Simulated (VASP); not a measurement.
A run of VASP 6.6.1 is set up as follows.

POSCAR

```
Cu
1.0
    2.8953822153      0.0000000000      0.0000000000
    0.0000000000      2.8953822153      0.0000000000
    0.0000000000      0.0000000000      2.7112417680
Cu
2
Direct
    0.0000000000      0.0000000000      0.0000000000
    0.5000000000      0.5000000000      0.5000000000
```

The input INCAR.step1:

```
ALGO     = Normal         # electronic algorithm
EDIFF    = 1E-4           # SCF threshold, eV
ENCUT    = 520            # plane-wave cutoff, eV
GGA      = PE             # functional
ISMEAR   = 0              # smearing method
LASPH    = T              # aspherical terms in the spheres
LCHARG   = F              # write CHGCAR
LREAL    = F              # projectors in reciprocal space
LWAVE    = T              # write WAVECAR
NBANDS   = 18             # bands
NELM     = 80             # most SCF steps
PREC     = Accurate       # precision mode
SIGMA    = 0.1            # smearing width, eV
```

INCAR.step2

```
ALGO     = Normal         # electronic algorithm
EDIFF    = 1E-7           # SCF threshold, eV
ENCUT    = 520            # plane-wave cutoff, eV
ISIF     = 2              # what is computed and relaxed
ISMEAR   = 0              # smearing method
ISTART   = 1            
LASPH    = T              # aspherical terms in the spheres
LCHARG   = T              # write CHGCAR
LELF     = T              # ELF
LMIXTAU  = T            
LREAL    = F              # projectors in reciprocal space
LVHAR    = T            
LWAVE    = F              # write WAVECAR
METAGGA  = R2SCAN         # meta-GGA
NBANDS   = 18             # bands
NELM     = 80             # most SCF steps
PREC     = Accurate       # precision mode
SIGMA    = 0.1            # smearing width, eV
```

File KPOINTS:

```
k-points
0
Gamma
  18 18 18
```

Potentials or basis: VASP PAW PBE potentials, release 64 (Cu).

Run with:

```console
$ cat potpaw_PBE.64/Cu/POTCAR > POTCAR
$ cp INCAR.step1 INCAR
$ mpirun -np 1 vasp_std > vasp.out
$ cp INCAR.step2 INCAR
$ mpirun -np 1 vasp_std > vasp.out
```

Task: What does it give for the band gap on the k mesh?

Result: Zero (bands 11 and 12 overlap by 8.16 eV).

Task: Predict the pressure.

Result: 2.4 GPa.

Stress tensor (GPa, compression positive):
```
2.47 0.00 0.00
0.00 2.47 0.00
0.00 0.00 2.32
```

Caveat: the cell differs from its parent crystal (strain along c alone, the other axes held: -1.0 %); the PAW data sets were made with another functional, which shifts forces and pressure a little.
